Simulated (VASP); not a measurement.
**CaSe: single point with r2SCAN**

Crystal: CaSe.

```xyz
2
Lattice="3.6807 -0.1322 -0.1322 -0.1322 3.6807 -0.1322 -0.1322 -0.1322 3.6807" Properties=species:S:1:pos:R:3 pbc="T T T"
Ca    0.0000    0.0000    0.0000
Se    1.7082    1.7082    1.7082
```

This cell differs from its parent crystal: epitaxial 111 strain +4.9%.

```yaml
Program: VASP 6.6.1
Task: single point
Functional: r2SCAN
Potentials_or_basis: VASP PAW PBE potentials, release 64 (Ca_sv, Se)
Cutoff: 520 eV
k_mesh: 8 × 8 × 8
Occupations: gaussian, width 0.01 eV
Spin: no spin polarisation
```

The pressure is -0.8 GPa and the band gap on the k mesh is 1.39 eV.

Stress tensor (GPa, compression positive):
```
-0.84  0.58  0.58
 0.58 -0.84  0.58
 0.58  0.58 -0.84
```

Levels at points of the mesh, in eV from the valence-band top:
```tsv
k point	band 6	band 7	band 8	band 9	band 10	band 11
(0.00, 0.00, 0.00)	-1.00	-0.67	-0.67	1.74	1.74	2.63
(0.50, 0.00, 0.00)	-4.69	-1.28	-0.68	2.79	4.95	5.15
(0.50, 0.50, 0.00)	-3.58	-3.24	0.00	1.39	3.30	3.75
(0.50, 0.50, 0.50)	-3.56	-3.56	-3.47	4.06	4.06	5.42
```

Wall time 53 s on 1 thread of Intel(R) Xeon(R) 6975P-C (Granite Rapids), on a shared host, peak memory 0.19 GiB.

Caveat: the cell differs from its parent crystal (epitaxial 111 strain +4.9%); the PAW data sets were made with another functional, which shifts forces and pressure a little. A k mesh can miss the band edges.
